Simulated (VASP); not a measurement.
MoS2:

```
Mo S
1.0
     3.16900    0.00000    0.00000
    -1.58450    2.74443    0.00000
     0.00000    0.00000   12.32400
Mo S
2 4
Direct
  0.66667 0.33333 0.75000
  0.33333 0.66667 0.25000
  0.66667 0.33333 0.37700
  0.33333 0.66667 0.87700
  0.66667 0.33333 0.12300
  0.33333 0.66667 0.62300
```

* Program: VASP 6.6.1
* Task: relaxation of cell and atoms
* Functional: RPBE
* Dispersion: D4
* Potentials or basis: VASP PAW PBE potentials, release 64 (Mo_sv, S)
* Cutoff: 600 eV
* k mesh: 10 × 10 × 3
* Occupations: fermi-dirac, width 0.05 eV
* Spin: no spin polarisation

At the start: pressure -3.6 GPa; volume 17.86 Å³/atom.

Problem. Where does the relaxation end?

Solution. Over 15 steps the energy falls by 12.7 meV/atom and the volume is 16.68 Å³/atom (-6.6 %); space group P6_3/mmc (No. 194, to 0.1 Å) before and after.

The path:
| step | energy change (eV) | largest force (eV/Å) | pressure (GPa) | volume (Å³) |
| --- | --- | --- | --- | --- |
| 1 | 0.0000 | 0.0730 | -3.60 | 107.18 |
| 2 | 0.0416 | 0.9510 | 6.10 | 101.08 |
| 3 | -0.0288 | 0.3071 | -0.12 | 104.75 |
| 4 | -0.0410 | 0.1282 | -0.16 | 103.88 |
| 5 | -0.0418 | 0.0887 | -0.16 | 103.69 |
| 6 | -0.0510 | 0.0889 | -0.13 | 103.10 |
| 7 | -0.0708 | 0.0862 | 0.09 | 101.33 |
| 8 | -0.0531 | 0.0430 | 1.16 | 97.77 |
| 9 | -0.0742 | 0.1132 | 0.42 | 100.48 |
| 10 | -0.0746 | 0.1097 | 0.49 | 100.18 |
| 11 | -0.0647 | 0.3297 | -2.10 | 100.48 |
| 12 | -0.0759 | 0.0049 | -0.19 | 100.26 |
| 13 | -0.0759 | 0.0102 | -0.13 | 100.25 |
| 14 | -0.0761 | 0.0097 | 0.13 | 100.00 |
| 15 | -0.0762 | 0.0028 | 0.05 | 100.08 |

Final structure:
```
Mo S
1.0
     3.13011    0.00000    0.00000
    -1.56506    2.71076    0.00000
     0.00000    0.00000   11.79552
Mo S
2 4
Direct
  0.66667 0.33333 0.75000
  0.33333 0.66667 0.25000
  0.66667 0.33333 0.38293
  0.33333 0.66667 0.88293
  0.66667 0.33333 0.11707
  0.33333 0.66667 0.61707
```

Caveat: the PAW data sets were made with another functional, which shifts forces and pressure a little.
